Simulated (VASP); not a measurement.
Write the native input for VASP 6.6.1 that does the following.

```
Task                               : single point
Functional                         : PBE0
Potentials or basis                : VASP PAW PBE potentials, release 64 (Li_sv, F)
Cutoff                             : 520 eV
k mesh                             : 8 × 8 × 8
Occupations                        : gaussian, width 0.01 eV
Spin                               : no spin polarisation
Dipole correction                  : no
Grid for exact exchange (PRECFOCK) : Normal
Further INCAR settings             : ALGO = Normal; EDIFF = 1e-07; NBANDS = 12
Share of exact exchange            : 0.25
```

Crystal: LiF.

```
Li F
1.0
     0.00000    1.99487    1.99487
     1.99487    0.00000    1.99487
     1.99487    1.99487    0.00000
Li F
1 1
Direct
  0.00000 0.00000 0.00000
  0.50000 0.50000 0.50000
```

The input as run:

POSCAR

```
LiF
1.0
    0.0000000000      1.9948717375      1.9948717375
    1.9948717375      0.0000000000      1.9948717375
    1.9948717375      1.9948717375      0.0000000000
Li F
1 1
Direct
    0.0000000000      0.0000000000      0.0000000000
    0.5000000000      0.5000000000      0.5000000000
```

INCAR.step1

```
ALGO = Normal
EDIFF = 1E-5
ENCUT = 520
GGA = PE
ISIF = 2
ISMEAR = 0
LASPH = T
LCHARG = F
LREAL = F
LWAVE = T
NBANDS = 12
NELM = 100
PREC = Accurate
SIGMA = 0.01
```

INCAR.step2

```
AEXX = 0.25
ALGO = Normal
EDIFF = 1E-7
ENCUT = 520
GGA = PE
ISIF = 2
ISMEAR = 0
ISTART = 1
LASPH = T
LCHARG = F
LHFCALC = T
LREAL = F
LWAVE = F
NBANDS = 12
NELM = 100
PREC = Accurate
PRECFOCK = Normal
SIGMA = 0.01
```

KPOINTS

```
k-points
0
Gamma
  8 8 8
```

Potentials or basis: VASP PAW PBE potentials, release 64 (Li_sv, F).

Command:

```sh
$ cat potpaw_PBE.64/Li_sv/POTCAR potpaw_PBE.64/F/POTCAR > POTCAR
$ cp INCAR.step1 INCAR
$ mpirun -np 1 vasp_std > vasp.out
$ cp INCAR.step2 INCAR
$ mpirun -np 1 vasp_std > vasp.out
```

It gave:

```yaml
Band_gap_on_the_k_mesh: 12.43 eV
```

It took 34 min on 1 thread of AMD EPYC 7R43 64-Core Processor (Zen 3), on a shared host, peak memory 0.11 GiB.
